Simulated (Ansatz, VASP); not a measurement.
# CuF: VASP beside Ansatz

The input POSCAR:

```
CuF
1.0
    2.7061421542      0.0000000000      0.0000000000
   -1.3530710771      2.3435878518      0.0000000000
    0.0000000000      0.0000000000      6.2712938871
Cu F
2 2
Direct
    0.0000000000      0.0000000000      0.0000000000
    0.0000000000      0.0000000000      0.5000000000
    0.3333333333      0.6666666667      0.2500000000
    0.6666666667      0.3333333333      0.7500000000
```

File INCAR.step1:

```
SYSTEM = CuF
  PREC = Accurate
  ENCUT = 520
  ISMEAR = -1
  SIGMA = 0.02
  LREAL = .FALSE.
  LASPH = .TRUE.
  NELM = 80
  NBANDS = 26
  GGA = PE
  ALGO = Normal
  EDIFF = 1E-4
  LWAVE = .TRUE.
  LCHARG = .FALSE.
```

File INCAR.step2:

```
SYSTEM = CuF
  PREC = Accurate
  ENCUT = 520
  EDIFF = 1E-6
  ISMEAR = -1
  SIGMA = 0.02
  LREAL = .FALSE.
  LASPH = .TRUE.
  NELM = 80
  ALGO = Normal
  ISIF = 2
  LWAVE = .FALSE.
  LCHARG = .TRUE.
  METAGGA = R2SCAN
  LMIXTAU = .TRUE.
  LELF = .TRUE.
  LVHAR = .TRUE.
  NBANDS = 26
  ISTART = 1
```

File KPOINTS:

```
Automatic mesh
0
G
  9 9 4
  0 0 0
```

Input for Ansatz:

```yaml
crystal:
  lattice:
    - [2.7061421542, 0.0, 0.0]
    - [-1.3530710771, 2.3435878518, 0.0]
    - [0.0, 0.0, 6.2712938871]
  atoms:
    - { symbol: Cu, position: [0.0, 0.0, 0.0] }
    - { symbol: Cu, position: [0.0, 0.0, 0.5] }
    - { symbol: F, position: [0.3333333333, 0.6666666667, 0.25] }
    - { symbol: F, position: [0.6666666667, 0.3333333333, 0.75] }
kpoints:
  mp_grid: { grid: [9, 9, 4] }
hamiltonian:
  xc: r2scan
scf:
  occupations: { method: fermi_dirac, width: 0.02 }
  n_extra_bands: 5
output:
  forces: true
  stress: true
  eigenvalues: true
```

Alike in both runs: task single point; functional r2SCAN; k mesh 9 × 9 × 4; occupations fermi-dirac, width 0.02 eV; no spin polarisation.

|  | VASP | Ansatz |
| --- | --- | --- |
| version | VASP 6.6.1 | Ansatz 0.2.0 |
| potentials or method | VASP PAW PBE potentials, release 64 (Cu, F) | plane waves, PAW |
| plane-wave cutoff (eV) | 520 | 500 |
| valence electrons in the cell | 36 | 52 |

|  | VASP | Ansatz | Ansatz less VASP |
| --- | --- | --- | --- |
| pressure (GPa) | 8.5 | 8.3 | -0.24 |
| traceless stress, the component that is largest in VASP (GPa) | 2.90 | 2.46 | -0.445 |

VASP's potentials were made for PBE, not for r2SCAN. With one functional, cell and mesh, what is left measures potentials, basis and numerics. VASP's potentials hold 36 valence electrons a cell and Ansatz's 52, so a difference there can come from the potentials and not from the codes.
